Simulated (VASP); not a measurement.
# BaF2 (Fm-3m) in VASP: a series of runs, part 2 of 2

VASP 6.6.1.

### Step 3. Relaxation of cell and atoms, PBE+D3(BJ)

This run uses another cell than the first one, of 20.31 Å³/atom.

INCAR

```
SYSTEM = BaF2
PREC = Accurate
ENCUT = 600
EDIFF = 1E-7
ISMEAR = 0
SIGMA = 0.02
LREAL = .False.
LASPH = .True.
NELM = 120
ALGO = Normal
ISIF = 3
LWAVE = .False.
LCHARG = .False.
GGA = PE
IVDW = 12
IBRION = 2
NSW = 70
EDIFFG = -0.005
GGA_COMPAT = .False.
NELMIN = 4
```

KPOINTS

```
regular mesh
0
Gamma
  6 6 6
  0 0 0
```

POSCAR

```
BaF2
1.0
    0.0000000000      3.1230009549      3.1230009549
    3.1230009549      0.0000000000      3.1230009549
    3.1230009549      3.1230009549      0.0000000000
Ba F
1 2
Direct
    0.0000000000      0.0000000000      0.0000000000
    0.2500000000      0.2500000000      0.2500000000
    0.7500000000      0.7500000000      0.7500000000
```

Potentials or basis: VASP PAW PBE potentials, release 64 (Ba_sv, F).

Launch:

```bash
$ cat potpaw_PBE.64/Ba_sv/POTCAR potpaw_PBE.64/F/POTCAR > POTCAR
$ mpirun -np 1 vasp_std > vasp.out
```

OUTCAR:

```text
SYSTEM = BaF2
   PREC = Accurate
   ENCUT = 600
   EDIFF = 1E-7
   ISMEAR = 0
   LREAL = .False.
   LASPH = .True.
   NELM = 120
   ISIF = 3
   GGA = PE
   IVDW = 12
   IBRION = 2
   NSW = 70
   EDIFFG = -0.005
   NELMIN = 4
 IVDW          = 12

 ion  position               nearest neighbor table
   1  0.000  0.000  0.000-   3 2.70   3 2.70   3 2.70   2 2.70   3 2.70   2 2.70   2 2.70   2 2.70

   2  0.250  0.250  0.250-   1 2.70   1 2.70   1 2.70   1 2.70
   3  0.750  0.750  0.750-   1 2.70   1 2.70   1 2.70   1 2.70

  LATTYP: Found a face centered cubic cell.
 ALAT       =     6.2460019098

  Lattice vectors:

 A1 = (   0.0000000000,   3.1230009549,   3.1230009549)
 A2 = (   3.1230009549,   0.0000000000,   3.1230009549)
 A3 = (   3.1230009549,   3.1230009549,   0.0000000000)

Analysis of symmetry for initial positions (statically):
=====================================================================
 Subroutine PRICEL returns:
 Original cell was already a primitive cell.

 Routine SETGRP: Setting up the symmetry group for a
 face centered cubic supercell.

[... 211 lines left out ...]
 E-fermi :  -2.0383     XC(G=0):  -8.6102

 val. band max:       -2.1617650578   @ k =  -0.1667   0.1667   0.0000
 cond. band min:       4.5259890377   @ k =   0.0000   0.0000   0.0000
 fundamental gap:      6.6877540954
 Fermi energy:        -2.0383269926

 k-point     1 :       0.0000    0.0000    0.0000
  band No.  band energies     occupation
      1     -25.3035      2.00000
      2     -21.0543      2.00000
      3     -21.0305      2.00000
      4     -10.1680      2.00000
      5     -10.1680      2.00000
      6     -10.1680      2.00000
[... 281 lines left out ...]
      3     -21.2178      2.00000
      4     -10.5388      2.00000
      5     -10.4010      2.00000
      6     -10.1491      2.00000
[... 8 lines left out ...]
     15       7.7551      0.00000
     16       8.2466      0.00000

------------------------ aborting loop because EDIFF is reached ----------------------------------------

 Edisp (eV)   -0.39327

 E8    (eV) :    -0.1892

  FORCE on cell =-STRESS in cart. coord.  units (eV):
  Direction    XX          YY          ZZ          XY          YZ          ZX
  --------------------------------------------------------------------------------------
  -------------------------------------------------------------------------------------
  Total       0.00148     0.00148     0.00148     0.00000     0.00000    -0.00000
  in kB       0.03907     0.03907     0.03907     0.00000     0.00000    -0.00000
  external pressure =        0.04 kB  Pullay stress =        0.00 kB

 VOLUME and BASIS-vectors are now :
 -----------------------------------------------------------------------------
  energy-cutoff  :      600.00
  volume of cell :       60.78
      direct lattice vectors                 reciprocal lattice vectors
     0.000000000  3.120584258  3.120584258    -0.160226406  0.160226406  0.160226406
     3.120584258 -0.000000000  3.120584258     0.160226406 -0.160226406  0.160226406
     3.120584258  3.120584258  0.000000000     0.160226406  0.160226406 -0.160226406

 POSITION                                       TOTAL-FORCE (eV/Angst)
 -----------------------------------------------------------------------------------
      6.24117      3.12058      3.12058        -0.000000      0.000000      0.000000
      1.56029      1.56029      1.56029        -0.000000     -0.000000     -0.000000
      4.68088      4.68088      4.68088         0.000000      0.000000      0.000000
 -----------------------------------------------------------------------------------
    total drift:                                0.000000      0.000000      0.000000

  FREE ENERGIE OF THE ION-ELECTRON SYSTEM (eV)
  ---------------------------------------------------
  free  energy   TOTEN  =       -17.5205702810 eV

  energy  without entropy=      -17.5205702810  energy(sigma->0) =      -17.52057028

 reached required accuracy - stopping structural energy minimisation
```

OSZICAR:

```text
N       E                     dE             d eps       ncg     rms          rms(c)
DAV:   1     0.171028679730E+03    0.17103E+03   -0.14110E+04   512   0.155E+03
DAV:   2    -0.115908682690E+02   -0.18262E+03   -0.17755E+03   664   0.311E+02
DAV:   3    -0.187903831128E+02   -0.71995E+01   -0.71907E+01   656   0.717E+01
[... 17 lines left out ...]
DAV:   4    -0.171272949833E+02    0.22011E-04   -0.11661E-04   752   0.724E-02    0.823E-03
DAV:   5    -0.171272964364E+02   -0.14530E-05   -0.32022E-06   520   0.154E-02    0.448E-03
DAV:   6    -0.171272997390E+02   -0.33027E-05   -0.11770E-06   656   0.104E-02    0.149E-03
DAV:   7    -0.171272994551E+02    0.28398E-06   -0.10378E-07   432   0.253E-03    0.547E-04
DAV:   8    -0.171272993910E+02    0.64021E-07   -0.32511E-08   272   0.142E-03
   2 F= -.17520570E+02 E0= -.17520570E+02  d E =-.529829E-04
```

CONTCAR:

```text
BaF2
   1.00000000000000
     0.0000000000000000    3.1205842582358150    3.1205842582358150
     3.1205842582358150   -0.0000000000000000    3.1205842582358150
     3.1205842582358150    3.1205842582358150    0.0000000000000000
  Ba              F
     1     2
Direct
     0.0000000000000000    1.0000000000000000    1.0000000000000000
     0.2500000000000000    0.2500000000000000    0.2500000000000000
     0.7500000000000000    0.7500000000000000    0.7500000000000000

  0.00000000E+00  0.00000000E+00  0.00000000E+00
  0.00000000E+00  0.00000000E+00  0.00000000E+00
  0.00000000E+00  0.00000000E+00  0.00000000E+00
```

Wall time 65 s (1 thread of Intel Xeon 8259CL, shared host); peak memory 0.22 GiB.

Results:

* Free energy: -17.5206 eV
* Relaxed volume: 20.26 Å³/atom
* Relaxed cell: a = 4.413 Å, b = 4.413 Å, c = 4.413 Å, α = 60.00°, β = 60.00°, γ = 60.00°
* Space group after relaxing (to 0.1 Å): Fm-3m (No. 225)
* Energy gained by relaxing: 0.0 meV/atom
* Ionic steps: 2
* Pressure after relaxing: 0.0 GPa
* Band gap on the k mesh: 6.69 eV (least direct gap 6.75 eV)
* Dispersion energy per atom: -0.131 eV

Final structure:
```yaml
crystal:
  lattice:
    - [0.00000, 3.12058, 3.12058]
    - [3.12058, 0.00000, 3.12058]
    - [3.12058, 3.12058, 0.00000]
  atoms:
    - { symbol: Ba, position: [0.00000, 0.00000, 0.00000] }
    - { symbol: F, position: [0.25000, 0.25000, 0.25000] }
    - { symbol: F, position: [0.75000, 0.75000, 0.75000] }
```

Levels at points of the mesh, in eV from the valence-band top:
| k point | band 10 | band 11 | band 12 | band 13 | band 14 | band 15 |
| --- | --- | --- | --- | --- | --- | --- |
| (0.00, 0.00, 0.00) | -0.06 | -0.06 | -0.06 | 6.69 | 9.12 | 9.12 |
| (0.50, 0.00, 0.00) | -0.34 | -0.16 | -0.16 | 8.99 | 9.10 | 9.10 |
| (0.50, 0.50, 0.00) | -0.32 | -0.32 | -0.10 | 7.22 | 8.91 | 10.55 |

Caveat: spin-orbit coupling is left out, which moves the levels of the heavy elements. A k mesh can miss the band edges.
